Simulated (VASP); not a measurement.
Runs of VASP 6.6.1 on Cr. The structure is that of space group Im-3m (No. 229), or close to it. The cells are those of the table. 

```csv
cell,further INCAR settings,gap on the mesh (eV),pressure (GPa)
"a = 2.519 Å, angles 108.1, 110.1, 110.1°, 1 atom",ALGO = Fast; EDIFF = 1e-06; NBANDS = 12,none,-22.8
"a = 2.477 Å, angles 110.8, 108.8, 108.8°, 1 atom",ALGO = Fast; EDIFF = 1e-06; NBANDS = 12,none,-12.4
"a = 2.540 Å, angles 106.8, 110.8, 110.8°, 1 atom",ALGO = Fast; EDIFF = 1e-06; NBANDS = 12,none,(a)
"a = 2.457 Å, angles 112.2, 108.1, 108.1°, 1 atom",ALGO = Fast; EDIFF = 1e-07; NBANDS = 12,none,-5.8
```

Alike in all rows: task single point; level PBEsol; potentials or basis VASP PAW PBE potentials, release 64 (Cr_pv); no spin polarisation; k mesh 24 × 24 × 24; cutoff (eV) 520; smearing gaussian 0.15 eV.

**Question.** Fill in the values left out.

**Answer.** (a) -26.6.

Caveats: the PAW data sets were made with another functional, which shifts forces and pressure a little; the run has no spin polarisation, though such a crystal can be magnetic.

A gap of «none» marks levels without a gap at the run's occupations.
